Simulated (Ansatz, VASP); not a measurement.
# Te2Mo: VASP beside Ansatz

File POSCAR:

```
Te2Mo
1.0
    3.5182000000      0.0000000000      0.0000000000
   -1.7591000000      3.0468505756      0.0000000000
    0.0000000000      0.0000000000     13.9736000000
Te Mo
4 2
Direct
    0.6666666667      0.3333333333      0.3790000000
    0.3333333333      0.6666666667      0.8790000000
    0.6666666667      0.3333333333      0.1210000000
    0.3333333333      0.6666666667      0.6210000000
    0.6666666667      0.3333333333      0.7500000000
    0.3333333333      0.6666666667      0.2500000000
```

INCAR.step1

```
ALGO = Normal
EDIFF = 1E-4
ENCUT = 520
GGA = PE
ISMEAR = -1
LASPH = T
LCHARG = F
LREAL = F
LWAVE = T
NBANDS = 35
NELM = 80
PREC = Accurate
SIGMA = 0.05
```

INCAR.step2

```
ALGO = Normal
EDIFF = 1E-6
ENCUT = 520
ISIF = 2
ISMEAR = -1
ISTART = 1
IVDW = 12
LASPH = T
LCHARG = F
LMIXTAU = T
LREAL = F
LWAVE = F
METAGGA = R2SCAN
NBANDS = 35
NELM = 80
PREC = Accurate
SIGMA = 0.05
VDW_A1 = 0.49484001
VDW_A2 = 5.73083694
VDW_S6 = 1.0
VDW_S8 = 0.78981345
```

File KPOINTS:

```
k-points
0
Gamma
  9 9 2
```

File input.yaml:

```yaml
crystal:
  lattice:
    - [3.5182, 0.0, 0.0]
    - [-1.7591, 3.0468505756, 0.0]
    - [0.0, 0.0, 13.9736]
  atoms:
    - { symbol: Te, position: [0.6666666667, 0.3333333333, 0.379] }
    - { symbol: Te, position: [0.3333333333, 0.6666666667, 0.879] }
    - { symbol: Te, position: [0.6666666667, 0.3333333333, 0.121] }
    - { symbol: Te, position: [0.3333333333, 0.6666666667, 0.621] }
    - { symbol: Mo, position: [0.6666666667, 0.3333333333, 0.75] }
    - { symbol: Mo, position: [0.3333333333, 0.6666666667, 0.25] }
hamiltonian:
  xc: r2scan
  pseudopotentials: { kind: paw }
  dispersion: d3bj
kpoints:
  mp_grid: { grid: [9, 9, 2] }
scf:
  occupations: { method: fermi_dirac, width: 0.05 }
output:
  forces: true
  stress: true
  eigenvalues: true
  write_density: true
  write_potential: true
  elf: true
  volumetric_format: npy
```

Alike in both runs: task single point; functional r2SCAN; dispersion D3(BJ); k mesh 9 × 9 × 2; occupations fermi-dirac, width 0.05 eV; no spin polarisation.

```csv
,VASP,Ansatz
version,VASP 6.6.1,Ansatz 0.2.0
potentials or method,"VASP PAW PBE potentials, release 64 (Te, Mo_sv)",Ansatz PAW
plane-wave cutoff (eV),520,500
valence electrons in the cell,52,92
```

Ansatz gave:

- gap on the k mesh at the Fermi level (eV): 0.89
- least direct gap on the mesh (eV): 1.13
- pressure (GPa): 0.6
- traceless stress, the component that is largest in VASP (GPa): -0.46
- rms of the force components (eV/Å): 0.034

**Question.** What did VASP give for the same quantities?

**Answer.** gap on the k mesh at the Fermi level (eV): 0.89; least direct gap on the mesh (eV): 1.13; pressure (GPa): 0.7; traceless stress, the component that is largest in VASP (GPa): -0.39; rms of the force components (eV/Å): 0.021.

VASP's potentials were made for PBE, not for r2SCAN. Atom by atom the forces differ by 0.012 eV/Å (rms over components). VASP's potentials hold 52 valence electrons a cell and Ansatz's 92, so a difference there can come from the potentials and not from the codes.

Spin-orbit coupling is off throughout. Noted on Ansatz's run: odd divisions of the mesh miss points on the zone boundary, where band edges often lie, so the gap on the mesh can be too wide.
